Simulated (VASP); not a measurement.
# Al3BN2 (P4mm) in VASP: relaxation of cell and atoms with PBE

Aim: the relaxation of cell and atoms of Al3BN2 with PBE.

All numbers are computed with VASP 6.6.1; they aren't measurements. Logs are shortened: lines on timing, memory, paths and dates and some standing lists are left out, and cuts for length are marked.

## Step 1: The cell of the first run

Symmetry: P4mm, No. 99, tetragonal system. The conventional cell has a = 3.437 Å, b = 3.437 Å, c = 7.680 Å, α = 90.00°, β = 90.00°, γ = 90.00°. Within 2.5 Å of Al (site symmetry 2mm) lie 6 Al at 1.86 to 2.43 Å and 2 N at 1.91 Å. Al (site symmetry 4mm) has 2 N at 1.51 to 1.55 Å and 4 Al at 1.86 Å within 2.0 Å. B (site symmetry 4mm) has 8 N at 2.96 to 3.80 Å and 4 B at 3.44 Å and 12 Al at 4.02 to 4.28 Å within 4.3 Å. N (site symmetry 4mm) has 1 Al at 1.51 Å within 2.0 Å. N (site symmetry 4mm) has 5 Al at 1.55 to 1.91 Å within 2.1 Å.

The cell was built from a structure type or drawn by symmetry, and may not be a known phase.

## Step 2: Relaxation of cell and atoms, PBE

INCAR reads:

```
PREC = Accurate
ENCUT = 600
EDIFF = 1E-7
ISMEAR = 0
SIGMA = 0.15
LREAL = F
LASPH = T
NELM = 120
ALGO = Normal
ISIF = 3
LWAVE = F
LCHARG = F
GGA = PE
IBRION = 2
NSW = 36
EDIFFG = -0.08
GGA_COMPAT = F
NELMIN = 4
```

KPOINTS reads:

```
regular mesh
0
Gamma
  4 4 2
```

POSCAR reads:

```
Al3BN2
1.0
    3.4365304200      0.0000000000      0.0000000000
    0.0000000000      3.4365304200      0.0000000000
    0.0000000000      0.0000000000      7.6796179100
Al B N
3 1 2
Direct
    0.5000000000      0.0000000000      0.2579774100
    0.0000000000      0.5000000000      0.2579774100
    0.5000000000      0.5000000000      0.1638068600
    0.0000000000      0.0000000000      0.7468948900
    0.5000000000      0.5000000000      0.9678194700
    0.5000000000      0.5000000000      0.3656558300
```

Potentials or basis: VASP PAW PBE potentials, release 64 (Al, B, N).

Command:

```
> cat potpaw_PBE.64/Al/POTCAR potpaw_PBE.64/B/POTCAR potpaw_PBE.64/N/POTCAR > POTCAR
> mpirun -np 1 vasp_std > vasp.out
```

OUTCAR:

```text
PREC = Accurate
   ENCUT = 600
   EDIFF = 1E-7
   ISMEAR = 0
   LREAL = F
   LASPH = T
   NELM = 120
   ISIF = 3
   GGA = PE
   IBRION = 2
   NSW = 36
   EDIFFG = -0.08
   NELMIN = 4

 ion  position               nearest neighbor table
   1  0.500  0.000  0.258-   3 1.86   3 1.86   6 1.91   6 1.91   2 2.43   2 2.43   2 2.43   2 2.43

   2  0.000  0.500  0.258-   3 1.86   3 1.86   6 1.91   6 1.91   1 2.43   1 2.43   1 2.43   1 2.43

   3  0.500  0.500  0.164-   5 1.51   6 1.55   1 1.86   2 1.86   1 1.86   2 1.86
   4  0.000  0.000  0.747-
   5  0.500  0.500  0.968-   3 1.51
   6  0.500  0.500  0.366-   3 1.55   2 1.91   1 1.91   1 1.91   2 1.91

  LATTYP: Found a simple tetragonal cell.
 ALAT       =     3.4365304200
 C/A-ratio  =     2.2347009837

  Lattice vectors:

 A1 = (   3.4365304200,   0.0000000000,   0.0000000000)
 A2 = (   0.0000000000,   3.4365304200,   0.0000000000)
 A3 = (   0.0000000000,   0.0000000000,   7.6796179100)

Analysis of symmetry for initial positions (statically):
=====================================================================
 Subroutine PRICEL returns:
 Original cell was already a primitive cell.

 Routine SETGRP: Setting up the symmetry group for a
 simple tetragonal supercell.

 Subroutine GETGRP returns: Found  8 space group operations
 (whereof  8 operations were pure point group operations)
 out of a pool of 16 trial point group operations.

The static configuration has the point symmetry C_4v.

Analysis of symmetry for dynamics (positions and initial velocities):
=====================================================================
 Subroutine PRICEL returns:
 Original cell was already a primitive cell.

 Routine SETGRP: Setting up the symmetry group for a
 simple tetragonal supercell.

 Subroutine GETGRP returns: Found  8 space group operations
 (whereof  8 operations were pure point group operations)
 out of a pool of 16 trial point group operations.

The dynamic configuration has the point symmetry C_4v.

 Subroutine INISYM returns: Found  8 space group operations
 (whereof  8 operations are pure point group operations),
 and found     1 'primitive' translations

----------------------------------------------------------------------------------------

                                     Primitive cell

  volume of cell :      90.6943

  direct lattice vectors                    reciprocal lattice vectors
     3.436530420  0.000000000  0.000000000     0.290991168  0.000000000  0.000000000
     0.000000000  3.436530420  0.000000000     0.000000000  0.290991168  0.000000000
     0.000000000  0.000000000  7.679617910     0.000000000  0.000000000  0.130214812

  length of vectors
     3.436530420  3.436530420  7.679617910     0.290991168  0.290991168  0.130214812

  position of ions in fractional coordinates (direct lattice)
     0.500000000  0.000000000  0.257977410
     0.000000000  0.500000000  0.257977410
     0.500000000  0.500000000  0.163806860
     0.000000000  0.000000000  0.746894890
     0.500000000  0.500000000  0.967819470
     0.500000000  0.500000000  0.365655830

  ion indices of the primitive-cell ions
   primitive index   ion index
                 1           1
                 2           2
                 3           3
                 4           4
                 5           5
                 6           6

----------------------------------------------------------------------------------------

 KPOINTS: regular mesh

Automatic generation of k-mesh.
 Grid dimensions read from file:
 generate k-points for:    4    4    2

 Generating k-lattice:

  Cartesian coordinates                     Fractional coordinates (reciprocal lattice)
     0.072747792  0.000000000  0.000000000     0.250000000  0.000000000  0.000000000
     0.000000000  0.072747792  0.000000000     0.000000000  0.250000000  0.000000000
     0.000000000  0.000000000  0.065107406     0.000000000  0.000000000  0.500000000

  Length of vectors
     0.072747792  0.072747792  0.065107406

  Shift w.r.t. Gamma in fractional coordinates (k-lattice)
     0.000000000  0.000000000  0.000000000

 Subroutine IBZKPT returns following result:
 ===========================================

 Found     12 irreducible k-points:

 Following reciprocal coordinates:
            Coordinates               Weight
  0.000000  0.000000  0.000000      1.000000
  0.250000  0.000000  0.000000      4.000000
  0.500000  0.000000  0.000000      2.000000
  0.250000  0.250000  0.000000      4.000000
  0.500000  0.250000  0.000000      4.000000
  0.500000  0.500000  0.000000      1.000000
  0.000000  0.000000  0.500000      1.000000
  0.250000  0.000000  0.500000      4.000000
  0.500000  0.000000  0.500000      2.000000
  0.250000  0.250000  0.500000      4.000000
  0.500000  0.250000  0.500000      4.000000
  0.500000  0.500000  0.500000      1.000000
   k-points           NKPTS =     12   k-points in BZ     NKDIM =     12   number of bands    NBANDS=     15
   number of dos      NEDOS =    301   number of ions     NIONS =      6
   total plane-waves  NPLWV =  50176
   dimension x,y,z NGX =    28 NGY =   28 NGZ =   64
   dimension x,y,z NGXF=    56 NGYF=   56 NGZF=  128
   ions per type =               3   1   2
   NGX,Y,Z   is equivalent  to a cutoff of  13.55, 13.55, 13.85 a.u.
   NGXF,Y,Z  is equivalent  to a cutoff of  27.09, 27.09, 27.71 a.u.
 SYSTEM =  unknown system
   PREC   = accura    normal or accurate (medium, high low for compatibility)
   ISTART =      0    job   : 0-new  1-cont  2-samecut
   ICHARG =      2    charge: 1-file 2-atom 10-const
   ISPIN  =      1    spin polarized calculation?
   LNONCOLLINEAR =      F non collinear calculations
   LSORBIT =      F    spin-orbit coupling
   LASPH  =      T    aspherical Exc in radial PAW
   ENCUT  =  600.0 eV  44.10 Ry    6.64 a.u.   6.86  6.86 15.34*2*pi/ulx,y,z
   NELM   =    120;   NELMIN=  4; NELMDL= -5     # of ELM steps
   EDIFF  = 0.1E-06   stopping-criterion for ELM
   LREAL  =      F    real-space projection
   EDIFFG = -.8E-01   stopping-criterion for IOM
   NSW    =     36    number of steps for IOM
   IBRION =      2    ionic relax: 0-MD 1-quasi-New 2-CG
   NFREE  =      1    steps in history (QN), initial steepest desc. (CG)
   ISIF   =      3    stress and relaxation
   ISYM   =      2    0-nonsym 1-usesym 2-fastsym
   POTIM  = 0.5000    time-step for ionic-motion
   TEBEG  =    0.0;   TEEND  =   0.0 temperature during run
   PSTRESS=    0.0 pullay stress
   NELECT =      22.0000    total number of electrons
   NUPDOWN=      -1.0000    fix difference up-down
   EMIN   =  10.00;   EMAX   =-10.00  energy-range for DOS
   EFERMI =   0.00;   METHOD = LEGACY
   ISMEAR =     0;   SIGMA  =   0.15  broadening in eV -4-tet -1-fermi 0-gaus
   EFERMI_NEDOS =   21; number of points for ismear=-14 and -15
   IALGO  =     38    algorithm
   IMIX   =      4    mixing-type and parameters
     AMIX     =   0.40;   BMIX     =  1.00
     AMIX_MAG =   1.60;   BMIX_MAG =  1.00
  volume/ion in A,a.u.               =      15.12       102.01
  Fermi-wavevector in a.u.,A,eV,Ry     =   1.020992  1.929395 14.183052  1.042425
  Thomas-Fermi vector in A             =   2.154592
   LORBIT       =      0    0 simple, 1 ext, 2 COOP (PROOUT), +10 PAW based schemes
   GGA     = PE    functional components
   LHFCALC =     F    Hartree Fock is set to
   AEXX    =    0.0000 exact exchange contribution
   IVDW    =     0    specifies the selected vdW correction
   LEPSILON=     F    determine dielectric tensor
   LRPA    =     F    only Hartree local field effects (RPA)
 conjugate gradient relaxation of ions
 non-spin polarized calculation
 Gauss-broadening in eV      SIGMA  =   0.15
  energy-cutoff  :      600.00
  volume of cell :       90.69
 maximum number of plane-waves:      3072
 NGX is ok and might be reduce to    28
   NGX = 13   NGY = 13   NGZ = 31

--------------------------------------- Ionic step        1  -------------------------------------------

 number of electron      21.9999998 magnetization

 Free energy of the ion-electron system (eV)
  ---------------------------------------------------
  ext. energy  EPLUGINS =         0.00000000
  ---------------------------------------------------
  free energy    TOTEN  =        -9.36347718 eV

  energy without entropy =       -9.33105894  energy(sigma->0) =       -9.34726806

------------------------ aborting loop because EDIFF is reached ----------------------------------------

  FORCE on cell =-STRESS in cart. coord.  units (eV):
  Direction    XX          YY          ZZ          XY          YZ          ZX
  --------------------------------------------------------------------------------------
  -------------------------------------------------------------------------------------
  Total       40.2288606     40.2288606     42.2903131      0.0000000      0.0000000      0.0000000
  in kB      710.6705460    710.6705460    747.0875262      0.0000000      0.0000000      0.0000000
  external PRESSURE =     722.8095394 kB  Pullay stress =       0.0000000 kB
[... 535 lines left out ...]
 k-point    12 :       0.5000    0.5000    0.5000
  band No.  band energies     occupation
      1     -12.2701      2.00000
      2      -9.3753      2.00000
      3      -3.6414      2.00000
      4      -3.6414      2.00000
      5      -0.8605      2.00000
      6      -0.6653      2.00000
      7      -0.6653      2.00000
      8      -0.6029      2.00000
      9      -0.4170      2.00000
     10       0.8732      2.00000
     11       2.4386      2.00000
     12       2.4386      2.00000
     13       3.4326      0.46309
     14       4.6768      0.00000
     15       6.4186      0.00000

[... ionic steps 4 to 21 ...]

--------------------------------------- Ionic step       22  -------------------------------------------

 number of electron      21.9999998 magnetization

------------------------ aborting loop because EDIFF is reached ----------------------------------------

  FORCE on cell =-STRESS in cart. coord.  units (eV):
  Direction    XX          YY          ZZ          XY          YZ          ZX
  --------------------------------------------------------------------------------------
  -------------------------------------------------------------------------------------
  Total        0.1492057      0.1492057     -0.1915796      0.0000000      0.0000000     -0.0000000
  in kB        2.4651733      2.4651733     -3.1652740      0.0000000      0.0000000     -0.0000000
  external PRESSURE =       0.5883575 kB  Pullay stress =       0.0000000 kB
[... 65 lines left out ...]
  energy  without entropy=      -27.8434178801  energy(sigma->0) =      -27.85724624

--------------------------------------- Ionic step       24  -------------------------------------------

 number of electron      21.9999998 magnetization

 Free energy of the ion-electron system (eV)
  ---------------------------------------------------
  ext. energy  EPLUGINS =         0.00000000
  ---------------------------------------------------
  free energy    TOTEN  =       -27.87188646 eV

  energy without entropy =      -27.84409922  energy(sigma->0) =      -27.85799284

 E-fermi :   3.6811     XC(G=0):  -8.9944

 val. band max:        3.6437704122   @ k =   0.2500   0.0000   0.0000
 cond. band min:       3.7867815530   @ k =   0.5000   0.5000   0.0000
 fundamental gap:      0.1430111408
 Fermi energy:         3.6811125466

 k-point     1 :       0.0000    0.0000    0.0000
  band No.  band energies     occupation
      1     -12.9248      2.00000
      2     -10.1733      2.00000
      3      -4.2411      2.00000
      4      -1.2474      2.00000
      5      -1.0886      2.00000
      6      -1.0886      2.00000
      7       0.4801      2.00000
      8       0.9326      2.00000
      9       1.8806      2.00000
     10       1.8806      2.00000
     11       2.2436      2.00000
     12       5.6865      0.00000
[... 232 lines left out ...]
  FREE ENERGIE OF THE ION-ELECTRON SYSTEM (eV)
  ---------------------------------------------------
  free  energy   TOTEN  =       -27.8718864648 eV

  energy  without entropy=      -27.8440992210  energy(sigma->0) =      -27.85799284

 reached required accuracy - stopping structural energy minimisation
```

It took 3.9 min on 1 thread of Intel Xeon 6975P-C (Granite Rapids), shared host; peak memory 0.22 GiB.

What came out:

| Property | Result |
| --- | --- |
| Free energy | -27.8719 eV |
| Relaxed volume | 16.16 Å³/atom |
| Relaxed cell | a = 3.352 Å, b = 3.352 Å, c = 8.628 Å, α = 90.00°, β = 90.00°, γ = 90.00° |
| Space group after relaxing (to 0.1 Å) | P4mm (No. 99) |
| Energy gained by relaxing | 3084.7 meV/atom |
| Ionic steps | 24 |
| Pressure after relaxing | 0.2 GPa |
| Largest force after relaxing | 0.061 eV/Å |
| Band gap on the k mesh | zero (bands 11 and 12 overlap by 1.28 eV) |

Forces on the atoms (eV/Å):
```
Al   0.000  0.000 -0.061
Al   0.000  0.000 -0.061
Al   0.000  0.000  0.054
B    0.000  0.000  0.054
N    0.000  0.000  0.016
N    0.000  0.000 -0.001
```

Step by step:
| step | energy change (eV) | largest force (eV/Å) | pressure (GPa) | volume (Å³) |
| --- | --- | --- | --- | --- |
| 1 | 0.0000 | 15.0606 | 72.28 | 90.69 |
| 2 | -9.5594 | 2.2766 | -10.71 | 212.87 |
| 3 | -13.7315 | 3.8275 | -5.31 | 143.70 |
| 4 | -13.7652 | 4.1165 | -4.54 | 141.35 |
| 5 | -13.7795 | 4.6106 | -3.11 | 137.56 |
| 6 | -15.1226 | 3.8581 | -7.16 | 133.98 |
| 7 | -15.2716 | 4.0511 | -7.37 | 132.76 |
| 8 | -16.5448 | 3.6088 | -1.80 | 116.46 |
| 9 | -16.6695 | 3.4420 | 2.67 | 110.25 |
| 10 | -17.2307 | 2.2841 | 3.48 | 109.05 |
| 11 | -17.2386 | 2.8761 | 3.81 | 108.91 |
| 12 | -17.7055 | 1.4704 | -2.26 | 113.53 |
| 13 | -17.7632 | 1.1097 | -4.53 | 115.67 |
| 14 | -18.0518 | 0.9918 | -3.51 | 110.45 |
| 15 | -18.2671 | 0.8134 | -1.39 | 103.74 |
| 16 | -17.8939 | 1.8893 | 5.72 | 91.09 |
| 17 | -18.2924 | 0.7384 | -0.43 | 101.38 |
| 18 | -18.4378 | 0.8201 | 1.77 | 97.63 |
| 19 | -18.4398 | 1.0481 | 2.14 | 97.15 |
| 20 | -18.5046 | 0.2387 | -0.55 | 97.45 |
| 21 | -18.5053 | 0.2091 | -0.31 | 97.42 |
| 22 | -18.5074 | 0.1697 | 0.06 | 96.97 |
| 23 | -18.5076 | 0.1093 | -0.03 | 97.08 |
| 24 | -18.5084 | 0.0614 | 0.21 | 96.94 |

Final structure:
```
CELL_PARAMETERS angstrom
3.35203 0.00000 0.00000
0.00000 3.35203 0.00000
0.00000 0.00000 8.62763
ATOMIC_POSITIONS crystal
Al 0.50000 0.00000 0.32348
Al 0.00000 0.50000 0.32348
Al 0.50000 0.50000 0.02951
B 0.00000 0.00000 0.84466
N 0.50000 0.50000 0.81923
N 0.50000 0.50000 0.41977
```

Levels at points of the mesh, in eV from the Fermi level:
```csv
k point,band 9,band 10,band 11,band 12,band 13,band 14
"(0.00, 0.00, 0.00)",-1.80,-1.80,-1.44,2.01,3.77,3.77
"(0.50, 0.00, 0.00)",-1.53,-0.62,-0.26,1.42,2.06,2.75
"(0.50, 0.50, 0.00)",-3.67,-2.11,-0.84,-0.84,0.11,1.11
"(0.00, 0.00, 0.50)",-1.80,-1.80,-1.34,1.89,3.78,3.78
"(0.50, 0.00, 0.50)",-1.07,-0.63,-0.43,1.22,2.08,2.58
"(0.50, 0.50, 0.50)",-3.73,-2.33,-0.79,-0.79,0.35,1.24
```

Caveat: the k points lie up to 0.47 Å⁻¹ apart in the final cell, too coarse for converged energies and pressures of a metal; this functional lacks dispersion, which binds the layers, so the pressure and a relaxed spacing across them are unreliable; the relaxation stopped at a loose force limit of 0.08 eV/Å, so its end isn't a converged minimum.
